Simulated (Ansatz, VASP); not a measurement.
**AlNi3: VASP beside Ansatz**

INCAR

```
PREC = Accurate ; ENCUT = 520
EDIFF = 1E-6 ; ISMEAR = 0
SIGMA = 0.15 ; LREAL = F
LASPH = T ; NELM = 100
ALGO = Fast ; ISIF = 2
LWAVE = F ; LCHARG = F
GGA = PE ; NBANDS = 24
```

KPOINTS

```
regular mesh
0
Gamma
  14 14 14
```

File POSCAR:

```
AlNi3
1.0
    0.2321160045      2.9311393127      2.9311393127
    2.9311393127      0.2321160045      2.9311393127
    2.9311393127      2.9311393127      0.2321160045
Al Ni
1 3
Direct
    0.5000000000      0.5000000000      0.5000000000
    0.2500000000      0.2500000000      0.2500000000
    0.0000000000      0.0000000000      0.0000000000
    0.7500000000      0.7500000000      0.7500000000
```

Input for Ansatz:

```yaml
crystal:
  lattice:
    - [0.2321160045, 2.9311393127, 2.9311393127]
    - [2.9311393127, 0.2321160045, 2.9311393127]
    - [2.9311393127, 2.9311393127, 0.2321160045]
  atoms:
    - { symbol: Al, position: [0.5, 0.5, 0.5] }
    - { symbol: Ni, position: [0.25, 0.25, 0.25] }
    - { symbol: Ni, position: [0.0, 0.0, 0.0] }
    - { symbol: Ni, position: [0.75, 0.75, 0.75] }
basis:
  ecutwfc: 520.0
kpoints:
  mp_grid: { grid: [14, 14, 14] }
hamiltonian:
  xc: pbe
  pseudopotentials: { kind: paw, azcp: { folder: soft_1 } }
scf:
  occupations: { method: gaussian, width: 0.15 }
output:
  forces: true
  stress: true
  eigenvalues: true
```

Alike in both runs: task single point; functional PBE; k mesh 14 × 14 × 14; occupations gaussian, width 0.15 eV; no spin polarisation.

|  | VASP | Ansatz |
| --- | --- | --- |
| version | VASP 6.6.1 | Ansatz 0.2.0 |
| potentials or method | VASP PAW PBE potentials, release 64 (Al, Ni), cutoff 520 eV | scalar-relativistic, plane waves, PAW |
| valence electrons in the cell | 33 | 57 |

```tsv
	VASP	Ansatz	Ansatz less VASP
gap on the k mesh at the Fermi level (eV)	none	none	-
pressure (GPa)	8.1	8.1	0.00
traceless stress, the component that is largest in VASP (GPa)	-9.42	-9.51	-0.087
rms of the force components (eV/Å)	0.054	0.057	+0.0036
```

Atom by atom the forces differ by 0.004 eV/Å (rms over components). A gap of «none» marks a metal or a gap that the smearing closes. With one functional, cell and mesh, what is left measures potentials, basis and numerics. VASP's potentials hold 33 valence electrons a cell and Ansatz's 57, so a difference there can come from the potentials and not from the codes.
